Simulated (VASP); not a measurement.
A run of VASP 6.6.1:

Contents of INCAR:

```
SYSTEM = GaAs
PREC = Accurate
ENCUT = 520
EDIFF = 1E-8
ISMEAR = 0
SIGMA = 0.01
LREAL = .False.
LASPH = .True.
NELM = 80
ALGO = Normal
ISIF = 2
LWAVE = .False.
LCHARG = .False.
GGA = PS
IBRION = 8
NSW = 1
LEPSILON = .True.
```

File KPOINTS:

```
regular mesh
0
Gamma
  12 12 12
  0 0 0
```

POSCAR

```
GaAs
1.0
    0.0000000000      2.7345689350      2.7345689350
    2.7345689350      0.0000000000      2.7345689350
    2.7345689350      2.7345689350      0.0000000000
Ga As
1 1
Direct
    0.0000000000      0.0000000000      0.0000000000
    0.7500000000      0.7500000000      0.7500000000
```

Potentials or basis: VASP PAW PBE potentials, release 64 (Ga_d, As).

The run is started by

```console
$ cat potpaw_PBE.64/Ga_d/POTCAR potpaw_PBE.64/As/POTCAR > POTCAR
$ mpirun -np 1 vasp_std > vasp.out
```

Hardware: 1 thread of Intel(R) Xeon(R) Platinum 8259CL CPU @ 2.50GHz (Skylake/Cascade Lake), on a shared host.

Problem. Estimate the wall time of this run.

Solution. It took 22 min on 1 thread of Intel(R) Xeon(R) Platinum 8259CL CPU @ 2.50GHz (Skylake/Cascade Lake), with other jobs on the host, peak memory 0.48 GiB. Counts: scf iterations 167, k points 72.
